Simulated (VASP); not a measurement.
# Cr2Ni (Fd-3m) in VASP: a series of runs

The runs below take Cr2Ni through single point, with PBE.

Everything below comes from runs of VASP 6.6.1. Logs are shortened: lines on timing, memory, paths and dates and some standing lists are left out, and cuts for length are marked.

## 1. The cell of the first run

Symmetry: Fd-3m, No. 227, cubic system. Conventional cell: a = 6.556 Å, b = 6.556 Å, c = 6.556 Å, α = 90.00°, β = 90.00°, γ = 90.00°. Within 3.1 Å of Cr (site symmetry -3m) lie 6 Cr at 2.32 Å and 6 Ni at 2.72 Å. Within 3.6 Å of Ni (site symmetry -43m) lie 12 Cr at 2.72 Å and 4 Ni at 2.84 Å.

## 2. Single point, PBE

INCAR

```
  ALGO = Fast
  EDIFF = 1E-7
  ENCUT = 520
  GGA = PE
  ISIF = 2
  ISMEAR = 0
  LASPH = True
  LCHARG = False
  LREAL = False
  LWAVE = False
  NBANDS = 43
  NELM = 80
  PREC = Accurate
  SIGMA = 0.1
```

KPOINTS

```
k-points
0
Gamma
  6 6 6
```

POSCAR

```
Cr2Ni
1.0
    0.0000000000      3.2781894464      3.2781894464
    3.2781894464      0.0000000000      3.2781894464
    3.2781894464      3.2781894464      0.0000000000
Cr Ni
4 2
Direct
    0.6250000000      0.6250000000      0.6250000000
    0.1250000000      0.6250000000      0.6250000000
    0.6250000000      0.6250000000      0.1250000000
    0.6250000000      0.1250000000      0.6250000000
    0.0000000000      0.0000000000      0.0000000000
    0.2500000000      0.2500000000      0.2500000000
```

Potentials or basis: VASP PAW PBE potentials, release 64 (Cr_pv, Ni).

The run is started by

```sh
cat potpaw_PBE.64/Cr_pv/POTCAR potpaw_PBE.64/Ni/POTCAR > POTCAR
mpirun -np 1 vasp_std > vasp.out
```

OUTCAR:

```text
EDIFF = 1E-7
   ENCUT = 520
   GGA = PE
   ISIF = 2
   ISMEAR = 0
   LASPH = True
   LREAL = False
   NELM = 80
   PREC = Accurate

 ion  position               nearest neighbor table
   1  0.625  0.625  0.625-   2 2.32   3 2.32   4 2.32   3 2.32   4 2.32   2 2.32   6 2.72   5 2.72
                             6 2.72   5 2.72   6 2.72   5 2.72
   2  0.125  0.625  0.625-   1 2.32   3 2.32   4 2.32   1 2.32   3 2.32   4 2.32   5 2.72   6 2.72
                             5 2.72   6 2.72   6 2.72   5 2.72
   3  0.625  0.625  0.125-   1 2.32   1 2.32   2 2.32   4 2.32   4 2.32   2 2.32   6 2.72   5 2.72
                             6 2.72   5 2.72   6 2.72   5 2.72
   4  0.625  0.125  0.625-   1 2.32   3 2.32   1 2.32   2 2.32   3 2.32   2 2.32   6 2.72   5 2.72
                             6 2.72   5 2.72   6 2.72   5 2.72
   5  0.000  0.000  0.000-   1 2.72   3 2.72   4 2.72   1 2.72   2 2.72   3 2.72   2 2.72   4 2.72
                             1 2.72   2 2.72   3 2.72   4 2.72   6 2.84   6 2.84   6 2.84   6 2.84
   6  0.250  0.250  0.250-   2 2.72   4 2.72   1 2.72   2 2.72   3 2.72   1 2.72   3 2.72   4 2.72
                             2 2.72   3 2.72   4 2.72   1 2.72   5 2.84   5 2.84   5 2.84   5 2.84

  LATTYP: Found a face centered cubic cell.
 ALAT       =     6.5563788928

  Lattice vectors:

 A1 = (   0.0000000000,   3.2781894464,   3.2781894464)
 A2 = (   3.2781894464,   0.0000000000,   3.2781894464)
 A3 = (   3.2781894464,   3.2781894464,   0.0000000000)

Analysis of symmetry for initial positions (statically):
=====================================================================
 Subroutine PRICEL returns:
 Original cell was already a primitive cell.

 Routine SETGRP: Setting up the symmetry group for a
 face centered cubic supercell.

 Subroutine GETGRP returns: Found 48 space group operations
 (whereof 24 operations were pure point group operations)
 out of a pool of 48 trial point group operations.

The static configuration has the point symmetry T_d .
 The point group associated with its full space group is O_h .

Analysis of symmetry for dynamics (positions and initial velocities):
=====================================================================
 Subroutine PRICEL returns:
 Original cell was already a primitive cell.

 Routine SETGRP: Setting up the symmetry group for a
 face centered cubic supercell.

 Subroutine GETGRP returns: Found 48 space group operations
 (whereof 24 operations were pure point group operations)
 out of a pool of 48 trial point group operations.

The dynamic configuration has the point symmetry T_d .
 The point group associated with its full space group is O_h .

 Subroutine INISYM returns: Found 48 space group operations
 (whereof 24 operations are pure point group operations),
 and found     1 'primitive' translations

----------------------------------------------------------------------------------------

                                     Primitive cell

  volume of cell :      70.4583

  direct lattice vectors                    reciprocal lattice vectors
     0.000000000  3.278189446  3.278189446    -0.152523217  0.152523217  0.152523217
     3.278189446  0.000000000  3.278189446     0.152523217 -0.152523217  0.152523217
     3.278189446  3.278189446  0.000000000     0.152523217  0.152523217 -0.152523217

  length of vectors
     4.636059975  4.636059975  4.636059975     0.264177961  0.264177961  0.264177961

  position of ions in fractional coordinates (direct lattice)
     0.625000000  0.625000000  0.625000000
     0.125000000  0.625000000  0.625000000
     0.625000000  0.625000000  0.125000000
     0.625000000  0.125000000  0.625000000
     0.000000000  0.000000000  0.000000000
     0.250000000  0.250000000  0.250000000

  ion indices of the primitive-cell ions
   primitive index   ion index
                 1           1
                 2           2
                 3           3
                 4           4
                 5           5
                 6           6

----------------------------------------------------------------------------------------

 KPOINTS: k-points

Automatic generation of k-mesh.
 Grid dimensions read from file:
 generate k-points for:    6    6    6

 Generating k-lattice:

  Cartesian coordinates                     Fractional coordinates (reciprocal lattice)
    -0.025420536  0.025420536  0.025420536     0.166666667  0.000000000  0.000000000
     0.025420536 -0.025420536  0.025420536     0.000000000  0.166666667  0.000000000
     0.025420536  0.025420536 -0.025420536     0.000000000  0.000000000  0.166666667

  Length of vectors
     0.044029660  0.044029660  0.044029660

  Shift w.r.t. Gamma in fractional coordinates (k-lattice)
     0.000000000  0.000000000  0.000000000

 Subroutine IBZKPT returns following result:
 ===========================================

 Found     16 irreducible k-points:

 Following reciprocal coordinates:
            Coordinates               Weight
  0.000000  0.000000  0.000000      1.000000
  0.166667  0.000000  0.000000      8.000000
  0.333333  0.000000  0.000000      8.000000
  0.500000  0.000000  0.000000      4.000000
  0.166667  0.166667  0.000000      6.000000
  0.333333  0.166667  0.000000     24.000000
[... 8 lines left out ...]
 -0.333333  0.333333  0.166667     24.000000
 -0.333333  0.500000  0.166667     12.000000
   k-points           NKPTS =     16   k-points in BZ     NKDIM =     16   number of bands    NBANDS=     43
   number of dos      NEDOS =    301   number of ions     NIONS =      6
   total plane-waves  NPLWV =  46656
   dimension x,y,z NGX =    36 NGY =   36 NGZ =   36
   dimension x,y,z NGXF=    72 NGYF=   72 NGZF=   72
   ions per type =               4   2
   NGX,Y,Z   is equivalent  to a cutoff of  12.91, 12.91, 12.91 a.u.
   NGXF,Y,Z  is equivalent  to a cutoff of  25.82, 25.82, 25.82 a.u.
 SYSTEM =  unknown system
   PREC   = accura    normal or accurate (medium, high low for compatibility)
   ISTART =      0    job   : 0-new  1-cont  2-samecut
   ICHARG =      2    charge: 1-file 2-atom 10-const
   ISPIN  =      1    spin polarized calculation?
   LNONCOLLINEAR =      F non collinear calculations
   LSORBIT =      F    spin-orbit coupling
   LASPH  =      T    aspherical Exc in radial PAW
   ENCUT  =  520.0 eV  38.22 Ry    6.18 a.u.   8.62  8.62  8.62*2*pi/ulx,y,z
   NELM   =     80;   NELMIN=  2; NELMDL= -5     # of ELM steps
   EDIFF  = 0.1E-06   stopping-criterion for ELM
   LREAL  =      F    real-space projection
   EDIFFG = 0.1E-05   stopping-criterion for IOM
   NSW    =      0    number of steps for IOM
   IBRION =     -1    ionic relax: 0-MD 1-quasi-New 2-CG
   NFREE  =      0    steps in history (QN), initial steepest desc. (CG)
   ISIF   =      2    stress and relaxation
   ISYM   =      2    0-nonsym 1-usesym 2-fastsym
   POTIM  = 0.5000    time-step for ionic-motion
   TEBEG  =    0.0;   TEEND  =   0.0 temperature during run
   PSTRESS=    0.0 pullay stress
   NELECT =      68.0000    total number of electrons
   NUPDOWN=      -1.0000    fix difference up-down
   EMIN   =  10.00;   EMAX   =-10.00  energy-range for DOS
   EFERMI =   0.00;   METHOD = LEGACY
   ISMEAR =     0;   SIGMA  =   0.10  broadening in eV -4-tet -1-fermi 0-gaus
   EFERMI_NEDOS =   21; number of points for ismear=-14 and -15
   IALGO  =     68    algorithm
   IMIX   =      4    mixing-type and parameters
     AMIX     =   0.40;   BMIX     =  1.00
     AMIX_MAG =   1.60;   BMIX_MAG =  1.00
  volume/ion in A,a.u.               =      11.74        79.25
  Fermi-wavevector in a.u.,A,eV,Ry     =   1.617833  3.057262 35.611677  2.617384
  Thomas-Fermi vector in A             =   2.712194
   LORBIT       =      0    0 simple, 1 ext, 2 COOP (PROOUT), +10 PAW based schemes
   GGA     = PE    functional components
   LHFCALC =     F    Hartree Fock is set to
   AEXX    =    0.0000 exact exchange contribution
   IVDW    =     0    specifies the selected vdW correction
   LEPSILON=     F    determine dielectric tensor
   LRPA    =     F    only Hartree local field effects (RPA)
 non-spin polarized calculation
 RMM-DIIS sequential band-by-band and
 Gauss-broadening in eV      SIGMA  =   0.10
  energy-cutoff  :      520.00
  volume of cell :       70.46
 maximum number of plane-waves:      1917
 NGX is ok and might be reduce to    36
   NGX = 17   NGY = 17   NGZ = 17

 number of electron      68.0000008 magnetization

 Free energy of the ion-electron system (eV)
  ---------------------------------------------------
  ext. energy  EPLUGINS =         0.00000000
  ---------------------------------------------------
  free energy    TOTEN  =       -47.43710263 eV

  energy without entropy =      -47.39181953  energy(sigma->0) =      -47.41446108

 E-fermi :   9.9675     XC(G=0): -13.2577

 val. band max:        9.9328752658   @ k =  -0.3333   0.1667   0.0000
 cond. band min:       9.9692568108   @ k =   0.3333   0.1667   0.0000
 fundamental gap:      0.0363815450
 Fermi energy:         9.9675088542

 k-point     1 :       0.0000    0.0000    0.0000
  band No.  band energies     occupation
      1     -34.1117      2.00000
      2     -33.4415      2.00000
      3     -33.4415      2.00000
      4     -33.4415      2.00000
      5     -33.2370      2.00000
      6     -33.2370      2.00000
[... 35 lines left out ...]
     42      13.4377      0.00000
     43      13.4377      0.00000

 k-point     2 :       0.1667    0.0000    0.0000
  band No.  band energies     occupation
      1     -34.0429      2.00000
      2     -33.4206      2.00000
      3     -33.4113      2.00000
      4     -33.4113      2.00000
      5     -33.2195      2.00000
      6     -33.2195      2.00000
[... 35 lines left out ...]
     42      12.6750      0.00000
     43      13.4409      0.00000

 k-point     3 :       0.3333    0.0000    0.0000
  band No.  band energies     occupation
      1     -33.8961      2.00000
      2     -33.3611      2.00000
      3     -33.3611      2.00000
      4     -33.3257      2.00000
      5     -33.1407      2.00000
      6     -33.1407      2.00000
[... 35 lines left out ...]
     42      11.8865      0.00000
     43      11.8865      0.00000

 k-point     4 :       0.5000    0.0000    0.0000
  band No.  band energies     occupation
      1     -33.8225      2.00000
      2     -33.3442      2.00000
      3     -33.3442      2.00000
      4     -33.1447      2.00000
      5     -33.0143      2.00000
      6     -33.0143      2.00000
[... 495 lines left out ...]
     42      11.8414      0.00000
     43      11.8505      0.00000

 k-point    15 :      -0.3333    0.3333    0.1667
  band No.  band energies     occupation
      1     -33.6402      2.00000
      2     -33.3628      2.00000
      3     -33.2363      2.00000
      4     -33.2169      2.00000
      5     -33.1921      2.00000
      6     -33.0121      2.00000
[... 35 lines left out ...]
     42      11.6114      0.00000
     43      11.6879      0.00000

 k-point    16 :      -0.3333    0.5000    0.1667
  band No.  band energies     occupation
      1     -33.4970      2.00000
      2     -33.4970      2.00000
      3     -33.2189      2.00000
      4     -33.2189      2.00000
      5     -33.0241      2.00000
      6     -33.0241      2.00000
[... 35 lines left out ...]
     42      11.5432      0.00000
     43      11.8849      0.00000

------------------------ aborting loop because EDIFF is reached ----------------------------------------

  FORCE on cell =-STRESS in cart. coord.  units (eV):
  Direction    XX          YY          ZZ          XY          YZ          ZX
  --------------------------------------------------------------------------------------
  -------------------------------------------------------------------------------------
  Total        0.1714272      0.1714272      0.1714272      0.0000000      0.0000000      0.0000000
  in kB        3.8981473      3.8981473      3.8981473      0.0000000      0.0000000      0.0000000
  external PRESSURE =       3.8981473 kB  Pullay stress =       0.0000000 kB

 VOLUME and BASIS-vectors are now :
 -----------------------------------------------------------------------------
  energy-cutoff  :      520.00
  volume of cell :       70.46
      direct lattice vectors                 reciprocal lattice vectors
     0.000000000  3.278189446  3.278189446    -0.152523217  0.152523217  0.152523217
     3.278189446  0.000000000  3.278189446     0.152523217 -0.152523217  0.152523217
     3.278189446  3.278189446  0.000000000     0.152523217  0.152523217 -0.152523217

 POSITION                                       TOTAL-FORCE (eV/Angst)
 -----------------------------------------------------------------------------------
      4.09774      4.09774      4.09774        -0.000000     -0.000000      0.000000
      4.09774      2.45864      2.45864        -0.000000     -0.000000      0.000000
      2.45864      2.45864      4.09774        -0.000000     -0.000000      0.000000
      2.45864      4.09774      2.45864        -0.000000     -0.000000      0.000000
      0.00000      0.00000      0.00000         0.000000      0.000000      0.000000
      1.63909      1.63909      1.63909        -0.000000     -0.000000     -0.000000
 -----------------------------------------------------------------------------------
    total drift:                                0.000000      0.000000      0.000000

  FREE ENERGIE OF THE ION-ELECTRON SYSTEM (eV)
  ---------------------------------------------------
  free  energy   TOTEN  =       -47.4371026262 eV

  energy  without entropy=      -47.3918195274  energy(sigma->0) =      -47.41446108
```

Run time: 1.8 min. Hardware: 1 thread of Intel Xeon Platinum 8375C at 2.90GHz (Ice Lake), shared host; peak memory 0.22 GiB.

Results:

| Item | Value |
| --- | --- |
| Free energy | -47.4371 eV |
| Pressure | 0.4 GPa |
| Band gap on the k mesh | zero (band 34 reaches 11.23 eV, above the bottom of band 35 at 9.71 eV) |

Caveat: the run has no spin polarisation, though such a crystal can be magnetic. Spin polarisation is off, so any magnetic state and its effect on volume and gap are missing.

[end of part 1 of 2]
